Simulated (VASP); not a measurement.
A run of VASP 6.6.1 is set up as follows.

File INCAR:

```
SYSTEM = H2CO
PREC = Accurate
ENCUT = 520
EDIFF = 1E-6
ISMEAR = -1
SIGMA = 0.05
LREAL = Auto
LASPH = .True.
NELM = 80
ALGO = Normal
ISIF = 2
LWAVE = .False.
LCHARG = .False.
GGA = PE
NBANDS = 54
```

File KPOINTS:

```
Automatic mesh
0
Gamma
  1 1 1
  0 0 0
```

File POSCAR:

```
H2CO
1.0
    7.8068320000      0.0000000000      0.0000000000
    0.0000000000      7.8068320000      0.0000000000
    0.0000000000      0.0000000000      7.8068320000
O C H
6 6 12
Direct
    0.2583937199      0.2653451703      0.5271122825
    0.5014838559      0.7728614958      0.3710693421
   -0.0946569945      0.0537406085      0.9349208307
    0.5909150814      0.6019686993      0.8790887869
    0.8193850351      0.3692741408      0.3864603089
    0.4553818721      0.0100090301      0.9037253132
    0.1901152602      0.3000743889      0.3913834115
    0.5994638435      0.7485612544      0.2525555060
    0.0449489230      0.0398460090      0.8673282009
    0.5048581110      0.4979466921      0.8023933700
    0.7261502155      0.2455075769      0.3789882458
    0.5358618972      0.0279963322      0.7717122813
    0.2054682022      0.4276142328      0.3262924130
    0.1126628159      0.2035449961      0.3201672292
    0.6468799308      0.8556757143      0.1710568100
    0.6449979895      0.6187081097      0.2157680491
    0.0587399001      0.0077986174      0.7288032617
    0.1671626142      0.0610577785      0.9380060585
    0.5050185898      0.4893241050      0.6593425787
    0.4190194412      0.4048284553      0.8703201856
    0.5837857182      0.2573705014      0.3878845072
    0.7762899960      0.1121291972      0.3648092628
    0.6228799975      0.1409723844      0.7542636210
    0.5225195842     -0.0614356907      0.6601970433
```

Potentials or basis: VASP PAW PBE potentials, release 64 (O, C, H).

Run with:

```console
$ cat potpaw_PBE.64/O/POTCAR potpaw_PBE.64/C/POTCAR potpaw_PBE.64/H/POTCAR > POTCAR
$ mpirun -np 1 vasp_gam > vasp.out
```

(1) Predict the largest force.

(2) What does it give for the pressure?

Answers

(1) 0.691 eV/Å.

(2) -0.1 GPa.

Caveat: the k points lie up to 0.80 Å⁻¹ apart, too coarse for converged energies, forces and pressures.
